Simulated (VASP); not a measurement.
**AlGa3As4: single point with PBE**

Crystal: AlGa3As4.

```
Al Ga As
1.0
    -5.73977    5.73812   -0.00331
    -5.73992   -0.00343    5.73993
     0.00327    5.73808    5.73974
Al Ga As
2 6 8
Direct
  0.99950 0.00107 0.00002
  0.99948 0.50106 0.00004
  0.50011 0.99950 0.99964
  0.99921 0.99941 0.50059
  0.50017 0.49950 0.99962
  0.49954 0.00002 0.50025
  0.99903 0.49964 0.50052
  0.49973 0.49980 0.50030
  0.87489 0.87524 0.37419
  0.37473 0.87505 0.37519
  0.87505 0.37504 0.37421
  0.87567 0.87491 0.87615
  0.37459 0.37524 0.37516
  0.37368 0.87511 0.87557
  0.87570 0.37493 0.87609
  0.37368 0.37510 0.87559
```

```yaml
Program: VASP 6.6.1
Task: single point
Functional: PBE
Potentials_or_basis: VASP PAW PBE potentials, release 64 (Al, Ga_d, As)
Cutoff: 520 eV
k_mesh: 3 × 3 × 3
Occupations: gaussian, width 0.1 eV
Spin: no spin polarisation
Dipole_correction: no
Further_INCAR_settings: LREAL = Auto; ALGO = Normal; EDIFF = 1e-06; NBANDS = 76; ISYM = 0
```

- Pressure: 0.1 GPa
- Largest force: 0.033 eV/Å
- Band gap on the k mesh: 0.45 eV

Forces in eV/Å, atoms in the order of the input:
```
Al   0.000  0.006 -0.001
Al  -0.001  0.006 -0.001
Ga  -0.016  0.015  0.023
Ga  -0.022  0.014  0.021
Ga  -0.016  0.014  0.023
Ga  -0.014  0.017  0.015
Ga  -0.022  0.015  0.019
Ga  -0.016  0.015  0.016
As   0.015 -0.004 -0.007
As   0.015 -0.016 -0.018
As   0.015 -0.007 -0.003
As   0.018 -0.020 -0.018
As   0.016 -0.013 -0.021
As   0.005 -0.010 -0.015
As   0.019 -0.020 -0.018
As   0.005 -0.010 -0.015
```

Stress tensor (GPa, compression positive):
```
 0.15 -0.07 -0.06
-0.07  0.15  0.07
-0.06  0.07  0.15
```

Levels at points of the mesh, in eV from the valence-band top:
```tsv
k point	band 60	band 61	band 62	band 63	band 64	band 65
(0.00, 0.00, 0.00)	-0.01	-0.01	0.00	0.45	0.90	0.92
```

Run time: 31 min on 1 thread of AMD EPYC 7R43 64-Core Processor (Zen 3) (shared host), peak memory 0.59 GiB.
